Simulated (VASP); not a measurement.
Runs of VASP 6.6.1 on MgO. Symmetry: Fm-3m, No. 225, cubic system. Conventional cell: a = 4.204 Å, b = 4.204 Å, c = 4.204 Å, α = 90.00°, β = 90.00°, γ = 90.00°. Within 2.8 Å of Mg (site symmetry m-3m) lie 6 O at 2.10 Å. Within 2.8 Å of O (site symmetry m-3m) lie 6 Mg at 2.10 Å. 

```tsv
level	potentials or basis	k mesh	grid for exact exchange (PRECFOCK)	share of exact exchange	screening parameter	gap on the mesh (eV)	pressure (GPa)
LDA	VASP PAW LDA potentials, release 64 (Mg, O)	6 × 6 × 6	-	-	-	4.71	-6.9
HSE06	VASP PAW PBE potentials, release 64 (Mg, O)	6 × 6 × 6	Normal	0.25	0.2079 1/Å	6.50	(a)
PBE	VASP PAW PBE potentials, release 64 (Mg, O)	6 × 6 × 6	-	-	-	4.78	4.9
PBE	VASP PAW PBE potentials, release 64 (Mg, O)	8 × 8 × 8	-	-	-	4.78	4.9
r2SCAN	VASP PAW PBE potentials, release 64 (Mg, O)	6 × 6 × 6	-	-	-	(b)	-1.1
```

Alike in all rows: no spin polarisation; cell a = 2.973 Å, angles 60.0°, 2 atoms; smearing gaussian 0.01 eV.

Task: Fill in the values left out.

Result: (a) -0.6; (b) 5.66.

Caveats: some runs use coarse meshes; the PAW data sets were made with another functional, which shifts forces and pressure a little (at least some runs); the cell stands under pressure (at least some runs).

